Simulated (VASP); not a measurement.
# AlRu (Pm-3m) in VASP: notebook

AlRu is run at these levels: PBE; tasks: single point, relaxation of cell and atoms.

Program: VASP 6.6.1. These are calculated values, not measurements. Logs are shortened: lines on timing, memory, paths and dates and some standing lists are left out, and cuts for length are marked.

## 1. The cell of the first run

It takes space group Pm-3m (No. 221, cubic). The conventional cell has a = 2.995 Å, b = 2.995 Å, c = 2.995 Å, α = 90.00°, β = 90.00°, γ = 90.00°. Al (site symmetry m-3m) has 8 Ru at 2.59 Å and 6 Al at 3.00 Å within 3.4 Å. Ru (site symmetry m-3m) has 8 Al at 2.59 Å and 6 Ru at 3.00 Å within 3.4 Å.

## 2. Single point, PBE

The input, INCAR:

```
PREC = Accurate
ENCUT = 520
EDIFF = 1E-7
ISMEAR = -1
SIGMA = 0.1
LREAL = F
LASPH = T
NELM = 80
ALGO = Normal
ISIF = 2
LWAVE = F
LCHARG = F
GGA = PE
NBANDS = 16
```

The input, KPOINTS:

```
Automatic mesh
0
Gamma
  11 11 11
```

The input, POSCAR:

```
AlRu
1.0
    2.9954357855      0.0000000000      0.0000000000
    0.0000000000      2.9954357855      0.0000000000
    0.0000000000      0.0000000000      2.9954357855
Al Ru
1 1
Direct
    0.0000000000      0.0000000000      0.0000000000
    0.5000000000      0.5000000000      0.5000000000
```

Potentials or basis: VASP PAW PBE potentials, release 64 (Al, Ru_pv).

Launch:

```
$ cat potpaw_PBE.64/Al/POTCAR potpaw_PBE.64/Ru_pv/POTCAR > POTCAR
$ mpirun -np 1 vasp_std > vasp.out
```

OUTCAR:

```text
PREC = Accurate
   ENCUT = 520
   EDIFF = 1E-7
   ISMEAR = -1
   LREAL = F
   LASPH = T
   NELM = 80
   ISIF = 2
   GGA = PE

 ion  position               nearest neighbor table
   1  0.000  0.000  0.000-   2 2.59   2 2.59   2 2.59   2 2.59   2 2.59   2 2.59   2 2.59   2 2.59

   2  0.500  0.500  0.500-   1 2.59   1 2.59   1 2.59   1 2.59   1 2.59   1 2.59   1 2.59   1 2.59

  LATTYP: Found a simple cubic cell.
 ALAT       =     2.9954357855

  Lattice vectors:

 A1 = (   2.9954357855,   0.0000000000,   0.0000000000)
 A2 = (   0.0000000000,   2.9954357855,   0.0000000000)
 A3 = (   0.0000000000,   0.0000000000,   2.9954357855)

Analysis of symmetry for initial positions (statically):
=====================================================================
 Subroutine PRICEL returns:
 Original cell was already a primitive cell.

 Routine SETGRP: Setting up the symmetry group for a
 simple cubic supercell.

 Subroutine GETGRP returns: Found 48 space group operations
 (whereof 48 operations were pure point group operations)
 out of a pool of 48 trial point group operations.

The static configuration has the point symmetry O_h .

Analysis of symmetry for dynamics (positions and initial velocities):
=====================================================================
 Subroutine PRICEL returns:
 Original cell was already a primitive cell.

 Routine SETGRP: Setting up the symmetry group for a
 simple cubic supercell.

 Subroutine GETGRP returns: Found 48 space group operations
 (whereof 48 operations were pure point group operations)
 out of a pool of 48 trial point group operations.

The dynamic configuration has the point symmetry O_h .

 Subroutine INISYM returns: Found 48 space group operations
 (whereof 48 operations are pure point group operations),
 and found     1 'primitive' translations

----------------------------------------------------------------------------------------

                                     Primitive cell

  volume of cell :      26.8770

  direct lattice vectors                    reciprocal lattice vectors
     2.995435785  0.000000000  0.000000000     0.333841241  0.000000000  0.000000000
     0.000000000  2.995435785  0.000000000     0.000000000  0.333841241  0.000000000
     0.000000000  0.000000000  2.995435785     0.000000000  0.000000000  0.333841241

  length of vectors
     2.995435785  2.995435785  2.995435785     0.333841241  0.333841241  0.333841241

  position of ions in fractional coordinates (direct lattice)
     0.000000000  0.000000000  0.000000000
     0.500000000  0.500000000  0.500000000

  ion indices of the primitive-cell ions
   primitive index   ion index
                 1           1
                 2           2

----------------------------------------------------------------------------------------

 KPOINTS: Automatic mesh

Automatic generation of k-mesh.
 Grid dimensions read from file:
 generate k-points for:   11   11   11

 Generating k-lattice:

  Cartesian coordinates                     Fractional coordinates (reciprocal lattice)
     0.030349204  0.000000000  0.000000000     0.090909091  0.000000000  0.000000000
     0.000000000  0.030349204  0.000000000     0.000000000  0.090909091  0.000000000
     0.000000000  0.000000000  0.030349204     0.000000000  0.000000000  0.090909091

  Length of vectors
     0.030349204  0.030349204  0.030349204

  Shift w.r.t. Gamma in fractional coordinates (k-lattice)
     0.000000000  0.000000000  0.000000000

 Subroutine IBZKPT returns following result:
 ===========================================

 Found     56 irreducible k-points:

 Following reciprocal coordinates:
            Coordinates               Weight
  0.000000  0.000000  0.000000      1.000000
  0.090909  0.000000  0.000000      6.000000
  0.181818  0.000000  0.000000      6.000000
  0.272727  0.000000  0.000000      6.000000
  0.363636  0.000000  0.000000      6.000000
  0.454545  0.000000  0.000000      6.000000
[... 16 lines left out ...]
  0.181818  0.090909  0.090909     24.000000
  0.272727  0.090909  0.090909     24.000000
 [... further k-points ...]
   k-points           NKPTS =     56   k-points in BZ     NKDIM =     56   number of bands    NBANDS=     16
   number of dos      NEDOS =    301   number of ions     NIONS =      2
   total plane-waves  NPLWV =  13824
   dimension x,y,z NGX =    24 NGY =   24 NGZ =   24
   dimension x,y,z NGXF=    48 NGYF=   48 NGZF=   48
   ions per type =               1   1
   NGX,Y,Z   is equivalent  to a cutoff of  13.32, 13.32, 13.32 a.u.
   NGXF,Y,Z  is equivalent  to a cutoff of  26.64, 26.64, 26.64 a.u.
 SYSTEM =  unknown system
   PREC   = accura    normal or accurate (medium, high low for compatibility)
   ISTART =      0    job   : 0-new  1-cont  2-samecut
   ICHARG =      2    charge: 1-file 2-atom 10-const
   ISPIN  =      1    spin polarized calculation?
   LNONCOLLINEAR =      F non collinear calculations
   LSORBIT =      F    spin-orbit coupling
   LASPH  =      T    aspherical Exc in radial PAW
   ENCUT  =  520.0 eV  38.22 Ry    6.18 a.u.   5.57  5.57  5.57*2*pi/ulx,y,z
   NELM   =     80;   NELMIN=  2; NELMDL= -5     # of ELM steps
   EDIFF  = 0.1E-06   stopping-criterion for ELM
   LREAL  =      F    real-space projection
   EDIFFG = 0.1E-05   stopping-criterion for IOM
   NSW    =      0    number of steps for IOM
   IBRION =     -1    ionic relax: 0-MD 1-quasi-New 2-CG
   NFREE  =      0    steps in history (QN), initial steepest desc. (CG)
   ISIF   =      2    stress and relaxation
   ISYM   =      2    0-nonsym 1-usesym 2-fastsym
   POTIM  = 0.5000    time-step for ionic-motion
   TEBEG  =    0.0;   TEEND  =   0.0 temperature during run
   PSTRESS=    0.0 pullay stress
   NELECT =      17.0000    total number of electrons
   NUPDOWN=      -1.0000    fix difference up-down
   EMIN   =  10.00;   EMAX   =-10.00  energy-range for DOS
   EFERMI =   0.00;   METHOD = LEGACY
   ISMEAR =    -1;   SIGMA  =   0.10  broadening in eV -4-tet -1-fermi 0-gaus
   EFERMI_NEDOS =   21; number of points for ismear=-14 and -15
   IALGO  =     38    algorithm
   IMIX   =      4    mixing-type and parameters
     AMIX     =   0.40;   BMIX     =  1.00
     AMIX_MAG =   1.60;   BMIX_MAG =  1.00
  volume/ion in A,a.u.               =      13.44        90.69
  Fermi-wavevector in a.u.,A,eV,Ry     =   1.405285  2.655604 26.869144  1.974826
  Thomas-Fermi vector in A             =   2.527762
   LORBIT       =      0    0 simple, 1 ext, 2 COOP (PROOUT), +10 PAW based schemes
   GGA     = PE    functional components
   LHFCALC =     F    Hartree Fock is set to
   AEXX    =    0.0000 exact exchange contribution
   IVDW    =     0    specifies the selected vdW correction
   LEPSILON=     F    determine dielectric tensor
   LRPA    =     F    only Hartree local field effects (RPA)
 non-spin polarized calculation
  energy-cutoff  :      520.00
  volume of cell :       26.88
 maximum number of plane-waves:       739
 NGX is ok and might be reduce to    24
   NGX = 11   NGY = 11   NGZ = 11

 number of electron      16.9999995 magnetization

 Free energy of the ion-electron system (eV)
  ---------------------------------------------------
  ext. energy  EPLUGINS =         0.00000000
  ---------------------------------------------------
  free energy    TOTEN  =       -14.27810709 eV

  energy without entropy =      -14.22293744  energy(sigma->0) =      -14.25052226

 E-fermi :  10.6678     XC(G=0): -12.5466

 val. band max:       10.6549225931   @ k =   0.4545   0.3636   0.2727
 cond. band min:      10.6819684228   @ k =   0.3636   0.3636   0.2727
 fundamental gap:      0.0270458296
 Fermi energy:        10.6677753824

 k-point     1 :       0.0000    0.0000    0.0000
  band No.  band energies     occupation
      1     -31.1061      2.00000
      2     -31.1061      2.00000
      3     -31.1061      2.00000
      4       1.0108      2.00000
      5       7.1163      2.00000
      6       7.1163      2.00000
[... 8 lines left out ...]
     15      22.7839      0.00000
     16      25.6983      0.00000

 k-point     2 :       0.0909    0.0000    0.0000
  band No.  band energies     occupation
      1     -31.1227      2.00000
      2     -31.1047      2.00000
      3     -31.1047      2.00000
      4       1.1688      2.00000
      5       7.1690      2.00000
      6       7.1716      2.00000
[... 8 lines left out ...]
     15      22.7844      0.00000
     16      26.2044      0.00000

 k-point     3 :       0.1818    0.0000    0.0000
  band No.  band energies     occupation
      1     -31.1669      2.00000
      2     -31.1010      2.00000
      3     -31.1010      2.00000
      4       1.6314      2.00000
      5       7.2524      2.00000
      6       7.3255      2.00000
[... 8 lines left out ...]
     15      23.0157      0.00000
     16      27.7867      0.00000

 k-point     4 :       0.2727    0.0000    0.0000
  band No.  band energies     occupation
      1     -31.2244      2.00000
      2     -31.0961      2.00000
      3     -31.0961      2.00000
      4       2.3657      2.00000
      5       7.1381      2.00000
      6       7.5413      2.00000
[... 8 lines left out ...]
     15      23.5304      0.00000
     16      26.6786      0.00000

 k-point     5 :       0.3636    0.0000    0.0000
  band No.  band energies     occupation
      1     -31.2769      2.00000
      2     -31.0916      2.00000
      3     -31.0916      2.00000
      4       3.3201      2.00000
      5       6.5734      2.00000
      6       7.7566      2.00000
[... 8 lines left out ...]
     15      23.8135      0.00000
     16      25.0462      0.00000

 k-point     6 :       0.4545    0.0000    0.0000
  band No.  band energies     occupation
      1     -31.3078      2.00000
      2     -31.0889      2.00000
      3     -31.0889      2.00000
      4       4.4122      2.00000
      5       5.6062      2.00000
      6       7.8938      2.00000
[... 8 lines left out ...]
     15      23.6552      0.00000
     16      23.6552      0.00000

 k-point     7 :       0.0909    0.0909    0.0000
  band No.  band energies     occupation
      1     -31.1219      2.00000
      2     -31.1205      2.00000
      3     -31.1033      2.00000
      4       1.3249      2.00000
      5       7.2211      2.00000
      6       7.2319      2.00000
[... 8 lines left out ...]
     15      22.7845      0.00000
     16      26.6336      0.00000

 k-point     8 :       0.1818    0.0909    0.0000
  band No.  band energies     occupation
      1     -31.1653      2.00000
      2     -31.1173      2.00000
      3     -31.0996      2.00000
      4       1.7812      2.00000
      5       7.3142      2.00000
      6       7.3854      2.00000
[... 8 lines left out ...]
     15      23.3771      0.00000
     16      27.6488      0.00000

 k-point     9 :       0.2727    0.0909    0.0000
  band No.  band energies     occupation
      1     -31.2226      2.00000
      2     -31.1122      2.00000
      3     -31.0947      2.00000
      4       2.5039      2.00000
      5       7.1953      2.00000
      6       7.6015      2.00000
[... 8 lines left out ...]
     15      24.1413      0.00000
     16      25.9819      0.00000
[... 172 lines left out ...]
 k-point    19 :       0.3636    0.3636    0.0000
  band No.  band energies     occupation
      1     -31.2578      2.00000
      2     -31.2551      2.00000
      3     -31.0768      2.00000
      4       4.5502      2.00000
      5       6.8445      2.00000
      6       8.7216      2.00000
[... 8 lines left out ...]
     15      23.2112      0.00000
     16      25.8672      0.00000

 k-point    20 :       0.4545    0.3636    0.0000
  band No.  band energies     occupation
      1     -31.2864      2.00000
      2     -31.2527      2.00000
      3     -31.0741      2.00000
      4       4.7305      2.00000
      5       6.9675      2.00000
      6       8.9586      2.00000
[... 8 lines left out ...]
     15      23.2844      0.00000
     16      25.9885      0.00000

 k-point    21 :       0.4545    0.4545    0.0000
  band No.  band energies     occupation
      1     -31.2827      2.00000
      2     -31.2823      2.00000
      3     -31.0714      2.00000
      4       4.6666      2.00000
      5       7.4631      2.00000
      6       9.2198      2.00000
[... 8 lines left out ...]
     15      24.3795      0.00000
     16      25.2405      0.00000

 k-point    22 :       0.0909    0.0909    0.0909
  band No.  band energies     occupation
      1     -31.1211      2.00000
      2     -31.1191      2.00000
      3     -31.1191      2.00000
      4       1.4790      2.00000
      5       7.2849      2.00000
      6       7.2849      2.00000
[... 8 lines left out ...]
     15      22.7846      0.00000
     16      27.0373      0.00000

 k-point    23 :       0.1818    0.0909    0.0909
  band No.  band energies     occupation
      1     -31.1638      2.00000
      2     -31.1164      2.00000
      3     -31.1153      2.00000
      4       1.9287      2.00000
      5       7.3921      2.00000
      6       7.4339      2.00000
[... 8 lines left out ...]
     15      23.4196      0.00000
     16      27.3523      0.00000

 k-point    24 :       0.2727    0.0909    0.0909
  band No.  band energies     occupation
      1     -31.2209      2.00000
      2     -31.1113      2.00000
      3     -31.1102      2.00000
      4       2.6393      2.00000
      5       7.2685      2.00000
      6       7.6490      2.00000
[... 8 lines left out ...]
     15      24.4129      0.00000
     16      25.5156      0.00000

 [... further k-points ...]
[... 5 lines left out ...]
  --------------------------------------------------------------------------------------
  -------------------------------------------------------------------------------------
  Total        0.3304894      0.3304894      0.3304894     -0.0000000      0.0000000      0.0000000
  in kB       19.7009886     19.7009886     19.7009886     -0.0000000      0.0000000      0.0000000
  external PRESSURE =      19.7009886 kB  Pullay stress =       0.0000000 kB

 VOLUME and BASIS-vectors are now :
 -----------------------------------------------------------------------------
  energy-cutoff  :      520.00
  volume of cell :       26.88
      direct lattice vectors                 reciprocal lattice vectors
     2.995435785  0.000000000  0.000000000     0.333841241  0.000000000  0.000000000
     0.000000000  2.995435785  0.000000000     0.000000000  0.333841241  0.000000000
     0.000000000  0.000000000  2.995435785     0.000000000  0.000000000  0.333841241

 POSITION                                       TOTAL-FORCE (eV/Angst)
 -----------------------------------------------------------------------------------
      0.00000      0.00000      0.00000         0.000000      0.000000      0.000000
      1.49772      1.49772      1.49772         0.000000      0.000000      0.000000
 -----------------------------------------------------------------------------------
    total drift:                                0.000000     -0.000000     -0.000000

  FREE ENERGIE OF THE ION-ELECTRON SYSTEM (eV)
  ---------------------------------------------------
  free  energy   TOTEN  =       -14.2781070889 eV

  energy  without entropy=      -14.2229374368  energy(sigma->0) =      -14.25052226
```

Run time: 15 s. Hardware: 1 thread of Intel Xeon 6975P-C, shared host; peak memory 0.15 GiB.

Results:

* Free energy: -14.2781 eV
* Pressure: 2.0 GPa

## 3. Relaxation of cell and atoms, PBE

This run uses another cell than the first one, of 13.39 Å³/atom, 0.996 times its volume.

The input, INCAR:

```
PREC     = Accurate       # precision mode
ENCUT    = 600            # plane-wave cutoff, eV
EDIFF    = 1E-6           # SCF threshold, eV
ISMEAR   = -1             # smearing method
SIGMA    = 0.1            # smearing width, eV
LREAL    = False          # projectors in reciprocal space
LASPH    = True           # aspherical terms in the spheres
NELM     = 60             # most SCF steps
ALGO     = Normal         # electronic algorithm
ISIF     = 3              # what is computed and relaxed
LWAVE    = False          # write WAVECAR
LCHARG   = False          # write CHGCAR
GGA      = PE             # functional
IBRION   = 2              # ionic algorithm
NSW      = 100            # ionic steps
EDIFFG   = -0.01          # ionic threshold
```

The input, KPOINTS:

```
regular mesh
0
Gamma
  11 11 11
```

The input, POSCAR:

```
AlRu
1.0
    2.9916000000      0.0000000000      0.0000000000
    0.0000000000      2.9916000000      0.0000000000
    0.0000000000      0.0000000000      2.9916000000
Al Ru
1 1
Direct
    0.0000000000      0.0000000000      0.0000000000
    0.5000000000      0.5000000000      0.5000000000
```

Potentials or basis: VASP PAW PBE potentials, release 64 (Al, Ru_pv).

Launch:

```
$ cat potpaw_PBE.64/Al/POTCAR potpaw_PBE.64/Ru_pv/POTCAR > POTCAR
$ mpirun -np 1 vasp_std > vasp.out
```

Run time: 23 s. Hardware: 1 thread of Intel Xeon 6975P-C, shared host; peak memory 0.16 GiB.

Results (log left out):

```
Free energy                            : -14.2795 eV
Relaxed volume                         : 13.57 Å³/atom
Relaxed cell                           : a = 3.005 Å, b = 3.005 Å, c = 3.005 Å, α = 90.00°, β = 90.00°, γ = 90.00°
Space group after relaxing (to 0.05 Å) : Pm-3m (No. 221)
Energy gained by relaxing              : 1.5 meV/atom
Ionic steps                            : 3
Pressure after relaxing                : 0.0 GPa
```

The path:
| step | energy change (eV) | largest force (eV/Å) | pressure (GPa) | volume (Å³) |
| --- | --- | --- | --- | --- |
| 1 | 0.0000 | 0.0000 | 2.77 | 26.77 |
| 2 | 0.0039 | 0.0000 | -3.92 | 27.68 |
| 3 | -0.0030 | 0.0000 | -0.02 | 27.13 |

Final structure:
```cif
data_structure
_symmetry_space_group_name_H-M 'P 1'
_symmetry_Int_Tables_number 1
_cell_length_a 3.0048
_cell_length_b 3.0048
_cell_length_c 3.0048
_cell_angle_alpha 90.000
_cell_angle_beta 90.000
_cell_angle_gamma 90.000
_cell_volume 27.13
loop_
_atom_site_label
_atom_site_type_symbol
_atom_site_fract_x
_atom_site_fract_y
_atom_site_fract_z
_atom_site_occupancy
Al1 Al 0.00000 0.00000 0.00000 1
Ru1 Ru 0.50000 0.50000 0.50000 1
```

Levels at points of the mesh, in eV from the Fermi level:
| k point | band 5 | band 6 | band 7 | band 8 | band 9 | band 10 | band 11 | band 12 |
| --- | --- | --- | --- | --- | --- | --- | --- | --- |
| (0.00, 0.00, 0.00) | -3.50 | -3.50 | 0.17 | 0.17 | 0.17 | 6.01 | 6.01 | 6.01 |

[end of part 1 of 2]
